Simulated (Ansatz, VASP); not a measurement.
## One calculation of Hg, two programs

INCAR

```
SYSTEM = Hg
PREC     = Accurate       ! precision mode
ENCUT    = 520            ! plane-wave cutoff, eV
EDIFF    = 1E-6           ! SCF threshold, eV
ISMEAR   = -1             ! smearing method
SIGMA    = 0.1            ! smearing width, eV
LREAL    = .FALSE.        ! projectors in reciprocal space
LASPH    = .TRUE.         ! aspherical terms in the spheres
NELM     = 60             ! most SCF steps
ALGO     = Normal         ! electronic algorithm
ISIF     = 2              ! what is computed and relaxed
LWAVE    = .FALSE.        ! write WAVECAR
LCHARG   = .FALSE.        ! write CHGCAR
GGA      = RE             ! functional
NBANDS   = 19             ! bands
```

KPOINTS

```
regular mesh
0
G
  8 8 6
  0 0 0
```

POSCAR

```
Hg
1.0
   -4.9261364710      4.9179198516      2.6430781795
    4.9179198516     -4.9261364710      2.6430781795
    4.9288186679      4.9288186679     -2.6581269330
Hg
2
Direct
    0.9998496824      0.0001503176      0.0000000000
    0.7501503176      0.2498496824      0.5000000000
```

Input for Ansatz:

```yaml
crystal:
  lattice:
    - [-4.926136471, 4.9179198516, 2.6430781795]
    - [4.9179198516, -4.926136471, 2.6430781795]
    - [4.9288186679, 4.9288186679, -2.658126933]
  atoms:
    - { symbol: Hg, position: [0.9998496824, 0.0001503176, 0.0] }
    - { symbol: Hg, position: [0.7501503176, 0.2498496824, 0.5] }
hamiltonian:
  xc: revpbe
  pseudopotentials:
    kind: paw
    azcp:
      Hg: "pseudopotentials/Hg.paw.azcp"
basis:
  ecutwfc: 420
  fft_grid_basis: typed
kpoints:
  mp_grid: { grid: [8, 8, 6], shift: [0, 0, 0] }
magnetization:
  spin_polarized: false
scf:
  occupations: { method: fermi_dirac, width: 0.1 }
  lower_state_search: "off"
output:
  stress: true
```

Alike in both runs: task single point; functional revPBE; k mesh 8 × 8 × 6; occupations fermi-dirac, width 0.1 eV; no spin polarisation.

|  | VASP | Ansatz |
| --- | --- | --- |
| version | VASP 6.6.1 | Ansatz 0.2.0 |
| potentials or method | VASP PAW PBE potentials, release 64 (Hg), cutoff 520 eV | plane waves (420 eV) with PAW, scalar-relativistic |
| valence electrons in the cell | 24 | 40 |

```tsv
	VASP	Ansatz	Ansatz less VASP
pressure (GPa)	0.0	0.0	+0.02
```

VASP's potentials were made for PBE, not for revPBE. VASP's potentials hold 24 valence electrons a cell and Ansatz's 40, so a difference there can come from the potentials and not from the codes.

Spin-orbit coupling is off throughout.
